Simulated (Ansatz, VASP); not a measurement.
## One calculation of MoS2, two programs

```
CELL_PARAMETERS angstrom
3.14139 0.00000 0.00000
-1.57069 2.72052 0.00000
0.00000 0.00000 12.58509
ATOMIC_POSITIONS crystal
Mo 0.66667 0.33333 0.25000
Mo 0.33333 0.66667 0.75000
S 0.66667 0.33333 0.62612
S 0.33333 0.66667 0.37388
S 0.66667 0.33333 0.87388
S 0.33333 0.66667 0.12612
```

Alike in both runs: functional PBEsol; k mesh 12 × 12 × 2; occupations gaussian, width 0.02 eV; no spin polarisation.

Ansatz relaxed the structure, and its values are those at the end. VASP's run is a single point on that final structure, the one shown.

|  | VASP | Ansatz |
| --- | --- | --- |
| version | VASP 6.6.1 | Ansatz 0.2.0 |
| potentials or method | VASP PAW PBE potentials, release 64 (Mo_sv, S), cutoff 520 eV | scalar-relativistic, plane waves, PAW |
| valence electrons in the cell | 52 | 52 |

|  | VASP | Ansatz | Ansatz less VASP |
| --- | --- | --- | --- |
| gap on the k mesh at the Fermi level (eV) | 1.00 | 0.98 | -0.015 |
| least direct gap on the mesh (eV) | 1.75 | 1.74 | -0.005 |
| pressure (GPa) | 0.0 | 0.0 | +0.02 |

VASP's potentials were made for PBE, not for PBEsol.
